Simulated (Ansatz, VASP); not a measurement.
## W in VASP and in Ansatz

INCAR

```
SYSTEM = W
  PREC = Accurate
  ENCUT = 520
  EDIFF = 1E-6
  ISMEAR = 0
  SIGMA = 0.1
  LREAL = .FALSE.
  LASPH = .TRUE.
  NELM = 60
  ALGO = Normal
  ISIF = 2
  LWAVE = .FALSE.
  LCHARG = .TRUE.
  GGA = PS
  LELF = .TRUE.
  LVHAR = .TRUE.
  NBANDS = 21
```

File KPOINTS:

```
regular mesh
0
G
  16 16 16
  0 0 0
```

POSCAR

```
W
1.0
    3.0912414157      0.0000000000      0.0000000000
    0.0000000000      3.0912414157      0.0000000000
    0.0000000000      0.0000000000      3.0912414157
W
2
Direct
    0.0000000000      0.0000000000      0.0000000000
    0.5000000000      0.5000000000      0.5000000000
```

Input for Ansatz:

```yaml
crystal:
  lattice:
    - [3.0912414157, 0.0, 0.0]
    - [0.0, 3.0912414157, 0.0]
    - [0.0, 0.0, 3.0912414157]
  atoms:
    - { symbol: W, position: [0.0, 0.0, 0.0] }
    - { symbol: W, position: [0.5, 0.5, 0.5] }
basis:
  ecutwfc: 420
kpoints:
  mp_grid: { grid: [16, 16, 16] }
hamiltonian:
  xc: pbesol
scf:
  occupations: { method: gaussian, width: 0.1 }
output:
  forces: true
  stress: true
  eigenvalues: true
  write_density: true
  write_potential: true
  elf: true
  volumetric_format: npy
```

Change from the starting cell: equal strain along all axes, cell held, atoms relaxed: -2.0 %.

Alike in both runs: task single point; functional PBEsol; k mesh 16 × 16 × 16; occupations gaussian, width 0.1 eV; no spin polarisation.

|  | VASP | Ansatz |
| --- | --- | --- |
| version | VASP 6.6.1 | Ansatz 0.2.0 |
| potentials or method | VASP PAW PBE potentials, release 64 (W_sv), cutoff 520 eV | scalar-relativistic, plane waves, PAW |
| valence electrons in the cell | 28 | 28 |

```tsv
	VASP	Ansatz	Ansatz less VASP
gap on the k mesh at the Fermi level (eV)	none	none	-
pressure (GPa)	23.1	22.1	-1.01
```

VASP's potentials were made for PBE, not for PBEsol. A gap of «none» marks a metal or a gap that the smearing closes.

Spin-orbit coupling is off throughout.
